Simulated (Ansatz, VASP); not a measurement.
LiH in VASP and in Ansatz

Contents of POSCAR:

```
LiH
1.0
    0.0000000000      2.1451220099      2.1451220099
    2.1451220099      0.0000000000      2.1451220099
    2.1451220099      2.1451220099      0.0000000000
Li H
1 1
Direct
    0.0000000000      0.0000000000      0.0000000000
    0.2500000000      0.2500000000      0.2500000000
```

The input INCAR.step1:

```
SYSTEM = LiH
PREC = Accurate ; ENCUT = 830
ISMEAR = 0 ; SIGMA = 0.01
LREAL = .FALSE. ; LASPH = .TRUE.
NELM = 120 ; NBANDS = 9
GGA = PE ; ALGO = Normal
EDIFF = 1E-5 ; LWAVE = .TRUE.
LCHARG = .FALSE. ; GGA_COMPAT = .FALSE.
```

INCAR.step2

```
SYSTEM = LiH
PREC = Accurate ; ENCUT = 830
EDIFF = 1E-6 ; ISMEAR = 0
SIGMA = 0.01 ; LREAL = .FALSE.
LASPH = .TRUE. ; NELM = 120
ALGO = Normal ; ISIF = 2
LWAVE = .FALSE. ; LCHARG = .FALSE.
METAGGA = R2SCAN ; LMIXTAU = .TRUE.
NBANDS = 9 ; ISTART = 1
GGA_COMPAT = .FALSE.
```

The input KPOINTS:

```
regular mesh
0
G
  3 3 3
  0 0 0
```

Input for Ansatz:

```yaml
crystal:
  lattice:
    - [0.0, 2.1451220099, 2.1451220099]
    - [2.1451220099, 0.0, 2.1451220099]
    - [2.1451220099, 2.1451220099, 0.0]
  atoms:
    - { symbol: Li, position: [0.0, 0.0, 0.0] }
    - { symbol: H, position: [0.25, 0.25, 0.25] }
kpoints:
  mp_grid: { grid: [3, 3, 3] }
hamiltonian:
  xc: r2scan
scf:
  occupations: { method: fixed }
  n_extra_bands: 4
output:
  forces: true
  stress: true
  eigenvalues: true
```

Alike in both runs: task single point; functional r2SCAN; k mesh 3 × 3 × 3; no spin polarisation.

|  | VASP | Ansatz |
| --- | --- | --- |
| version | VASP 6.6.1 | Ansatz 0.2.0 |
| potentials or method | VASP PAW PBE potentials, release 64 (Li_sv, H) | plane waves |
| plane-wave cutoff (eV) | 830 | 500 |
| occupations | gaussian, width 0.01 eV | fixed |
| valence electrons in the cell | 4 | 4 |

```tsv
	VASP	Ansatz	Ansatz less VASP
gap on the k mesh at the Fermi level (eV)	6.01	6.03	+0.015
pressure (GPa)	0.2	0.4	+0.16
```

VASP's potentials were made for PBE, not for r2SCAN.

The k mesh is coarse, so the values compare programs but aren't converged.
